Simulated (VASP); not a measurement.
A run of VASP 6.6.1:

INCAR

```
SYSTEM = Al
PREC = Accurate
ENCUT = 600
EDIFF = 1E-7
ISMEAR = 0
SIGMA = 0.1
LREAL = .False.
LASPH = .True.
NELM = 80
ALGO = Fast
ISIF = 3
LWAVE = .False.
LCHARG = .False.
GGA = PE
IBRION = 2
NSW = 90
EDIFFG = -0.04
```

The input KPOINTS:

```
regular mesh
0
Gamma
  6 6 6
  0 0 0
```

File POSCAR:

```
Al
1.0
    0.0000000000      2.6916714458      4.2368199344
    1.5540068338      0.0000000000      4.2368199344
    1.5540068338      2.6916714458      0.0000000000
Al
2
Direct
    0.1666700000      0.8333300000      0.1666700000
    0.8333300000      0.1666700000      0.8333300000
```

Potentials or basis: VASP PAW PBE potentials, release 64 (Al).

Command:

```bash
$ cat potpaw_PBE.64/Al/POTCAR > POTCAR
$ mpirun -np 1 vasp_std > vasp.out
```

Hardware: 1 thread of AMD EPYC 9R45 96-Core Processor (Zen 5) (shared host).

How long does it take, and how much memory?

Run time: 4.2 min on 1 thread of AMD EPYC 9R45 96-Core Processor (Zen 5), with other jobs on the host, peak memory 0.18 GiB. Counts: scf iterations 282, k points 46, ion steps 28.
